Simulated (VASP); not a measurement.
Here is a VASP 6.6.1 calculation.

The input INCAR:

```
  ALGO = Normal
  EDIFF = 1E-6
  EDIFFG = -0.01
  ENCUT = 600
  GGA = PE
  IBRION = 2
  ISIF = 3
  ISMEAR = 0
  LASPH = T
  LCHARG = F
  LREAL = F
  LWAVE = F
  NELM = 100
  NSW = 100
  PREC = Accurate
  SIGMA = 0.1
```

The input KPOINTS:

```
k-points
0
Gamma
  8 8 8
```

File POSCAR:

```
CaMg3Tl
1.0
    5.4558661358      0.0000000000      0.0000000000
    0.0000000000      5.4558661358      0.0000000000
    0.0000000000      0.0000000000      5.4558661358
Ca Mg Tl
1 3 1
Direct
    0.5000000000      0.5000000000      0.5000000000
    0.5000000000      0.0000000000      0.0000000000
    0.0000000000      0.5000000000      0.0000000000
    0.0000000000      0.0000000000      0.5000000000
    0.0000000000      0.0000000000      0.0000000000
```

Potentials or basis: VASP PAW PBE potentials, release 64 (Ca_sv, Mg, Tl_d).

Run with:

```console
$ cat potpaw_PBE.64/Ca_sv/POTCAR potpaw_PBE.64/Mg/POTCAR potpaw_PBE.64/Tl_d/POTCAR > POTCAR
$ mpirun -np 1 vasp_std > vasp.out
```

Problem. Estimate the space group after relaxing (to 0.05 Å).

Solution. Pm-3m (No. 221).

Problem. Predict the relaxed volume.

Solution. 32.40 Å³/atom.

Problem. Predict the relaxed cell.

Solution. a = 5.451 Å, b = 5.451 Å, c = 5.451 Å, α = 90.00°, β = 90.00°, γ = 90.00°.

The path:
```
step  energy change (eV)  largest force (eV/Å)  pressure (GPa)  volume (Å³)
   1              0.0000                0.0000           -0.08       162.40
   2             -0.0001                0.0000           -0.03       162.00
```
